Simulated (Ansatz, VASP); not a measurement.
# CdSe: VASP beside Ansatz

INCAR

```
PREC = Accurate
ENCUT = 520
EDIFF = 1E-6
ISMEAR = -1
SIGMA = 0.05
LREAL = False
LASPH = True
NELM = 60
ALGO = Normal
ISIF = 2
LWAVE = False
LCHARG = False
GGA = PE
NBANDS = 16
```

KPOINTS

```
regular mesh
0
Gamma
  12 12 12
```

File POSCAR:

```
CdSe
1.0
    3.0646167961      0.0000000000      0.0000000000
    0.0000000000      3.0646167961      0.0000000000
    0.0000000000      0.0000000000      3.0646167961
Cd Se
1 1
Direct
    0.0000000000      0.0000000000      0.0000000000
    0.5000000000      0.5000000000      0.5000000000
```

Input for Ansatz:

```yaml
crystal:
  lattice:
    - [3.0646167961, 0.0, 0.0]
    - [0.0, 3.0646167961, 0.0]
    - [0.0, 0.0, 3.0646167961]
  atoms:
    - { symbol: Cd, position: [0.0, 0.0, 0.0] }
    - { symbol: Se, position: [0.5, 0.5, 0.5] }
kpoints:
  mp_grid: { grid: [12, 12, 12] }
  band_path:
    path:
      - [0.0, 0.0, 0.0]
      - [0.0, 0.5, 0.0]
      - [0.5, 0.5, 0.0]
      - [0.0, 0.0, 0.0]
      - [0.5, 0.5, 0.5]
      - [0.0, 0.5, 0.0]
      - [0.5, 0.5, 0.5]
      - [0.5, 0.5, 0.0]
    npoints: 8
scf:
  occupations: { method: fermi_dirac, width: 0.05 }
hamiltonian:
  xc: pbe
  pseudopotentials: { kind: all_electron, lapw: { basis_error: 0.001 } }
output:
  forces: true
  stress: true
  eigenvalues: true
  populations: true
  dos: { projected: true, de: 0.2, e_range: [-14, 8] }
```

Change from the starting cell: volume scaled by 0.64, LAPW.

Alike in both runs: task single point; functional PBE; k mesh 12 × 12 × 12; occupations fermi-dirac, width 0.05 eV; no spin polarisation.

|  | VASP | Ansatz |
| --- | --- | --- |
| version | VASP 6.6.1 | Ansatz 0.2.0 |
| potentials or method | VASP PAW PBE potentials, release 64 (Cd, Se), cutoff 520 eV | all-electron LAPW, scalar-relativistic |

Ansatz gave:

| Quantity | Value |
| --- | --- |
| pressure (GPa) | 75.5 |

**Question.** Which values does VASP return?

**Answer.** Pressure (GPa): 77.9.

Both programs put the cell under a high pressure, so it lies far from rest at this level. Ansatz ran all-electron here, and VASP with PAW potentials.

Noted on VASP's run: the cell as given lies far from equilibrium.
